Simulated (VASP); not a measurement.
# GaCuSe2: single point with PBEsol

The system is GaCuSe2.

```
Ga Cu Se
1.0
    -2.78492    2.78492    5.53654
     2.78492   -2.78492    5.53654
     2.78492    2.78492   -5.53654
Ga Cu Se
2 2 4
Cartesian
  2.7849 0.0000 2.7683
  0.0000 0.0000 5.5365
  0.0000 2.7849 2.7683
  0.0000 0.0000 0.0000
  1.3925 1.3470 -1.3841
  1.3470 4.1774 1.3841
  1.4379 -1.3925 6.9207
  1.3925 1.4379 4.1524
```

```
Program                : VASP 6.6.1
Task                   : single point
Functional             : PBEsol
Potentials or basis    : VASP PAW PBE potentials, release 64 (Ga_d, Cu, Se)
Cutoff                 : 520 eV
k mesh                 : 6 × 6 × 6
Occupations            : fermi-dirac, width 0.03 eV
Spin                   : no spin polarisation
Dipole correction      : no
Further INCAR settings : ALGO = Normal; EDIFF = 1e-06; NBANDS = 46
```

```yaml
Pressure: 0.2 GPa
Largest_force: 0.024 eV/Å
Band_gap_on_the_k_mesh: 0.14 eV
```

Forces on the atoms (eV/Å):
```
Ga   0.000  0.000  0.000
Ga   0.000  0.000  0.000
Cu   0.000  0.000  0.000
Cu   0.000  0.000  0.000
Se   0.000  0.024  0.000
Se   0.024  0.000  0.000
Se  -0.024  0.000  0.000
Se   0.000 -0.024  0.000
```

Levels at points of the mesh, in eV from the valence-band top:
```csv
k point,band 32,band 33,band 34,band 35,band 36,band 37,band 38,band 39,band 40,band 41
"(0.00, 0.00, 0.00)",-1.83,-1.73,-0.09,-0.09,0.00,0.14,1.77,2.09,3.89,3.89
"(0.50, 0.00, 0.00)",-1.52,-1.43,-1.33,-1.25,-0.63,2.16,2.50,3.10,4.03,4.08
"(0.50, 0.50, 0.00)",-1.46,-0.89,-0.89,-0.54,-0.54,1.04,1.04,3.32,3.32,4.65
"(0.50, 0.50, 0.50)",-1.44,-1.31,-1.31,-0.99,-0.99,1.70,1.70,1.78,1.78,2.76
```

Wall time 7.7 min on 1 thread of Intel(R) Xeon(R) Platinum 8488C (Sapphire Rapids), with other jobs on the host, peak memory 0.51 GiB.

Caveat: the PAW data sets were made with another functional, which shifts forces and pressure a little.
